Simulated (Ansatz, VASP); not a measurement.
# Two plane-wave programs on NaCl

Contents of INCAR:

```
SYSTEM = NaCl
  ALGO = Normal
  EDIFF = 1E-7
  ENCUT = 520
  GGA = PS
  ISIF = 2
  ISMEAR = 0
  LASPH = .True.
  LCHARG = .False.
  LREAL = .False.
  LWAVE = .False.
  NBANDS = 14
  NELM = 80
  PREC = Accurate
  SIGMA = 0.05
```

The input KPOINTS:

```
k-points
0
Gamma
  8 8 8
  0 0 0
```

POSCAR

```
NaCl
1.0
    0.0000000000      2.8034325000      2.8317500000
    2.8317500000      0.0000000000      2.8317500000
    2.8317500000      2.8034325000      0.0000000000
Na Cl
1 1
Direct
    0.0000000000      0.0000000000      0.0000000000
    0.5000000000      0.5000000000      0.5000000000
```

Input for Ansatz:

```yaml
crystal:
  lattice:
    - [0.0, 2.8034325, 2.83175]
    - [2.83175, 0.0, 2.83175]
    - [2.83175, 2.8034325, 0.0]
  atoms:
    - { symbol: Na, position: [0.0, 0.0, 0.0] }
    - { symbol: Cl, position: [0.5, 0.5, 0.5] }
basis:
  ecutwfc: 420
kpoints:
  mp_grid: { grid: [8, 8, 8] }
hamiltonian:
  xc: pbesol
scf:
  occupations: { method: gaussian, width: 0.05 }
output:
  forces: true
  stress: true
  eigenvalues: true
```

Change from the starting cell: strain -0.0100 x Voigt [0, 1, 0, 0, 0, 0], atoms carried along.

Alike in both runs: task single point; functional PBEsol; k mesh 8 × 8 × 8; occupations gaussian, width 0.05 eV; no spin polarisation.

|  | VASP | Ansatz |
| --- | --- | --- |
| version | VASP 6.6.1 | Ansatz 0.2.0 |
| potentials or method | VASP PAW PBE potentials, release 64 (Na_pv, Cl), cutoff 520 eV | scalar-relativistic, plane waves, PAW |
| valence electrons in the cell | 14 | 16 |

|  | VASP | Ansatz | Ansatz less VASP |
| --- | --- | --- | --- |
| gap on the k mesh at the Fermi level (eV) | 4.92 | 4.92 | +0.003 |
| least direct gap on the mesh (eV) | 4.92 | 4.92 | +0.003 |
| pressure (GPa) | -0.5 | -0.5 | -0.01 |
| traceless stress, the component that is largest in VASP (GPa) | 0.26 | 0.26 | -0.004 |

VASP's potentials were made for PBE, not for PBEsol. VASP's potentials hold 14 valence electrons a cell and Ansatz's 16, so a difference there can come from the potentials and not from the codes.
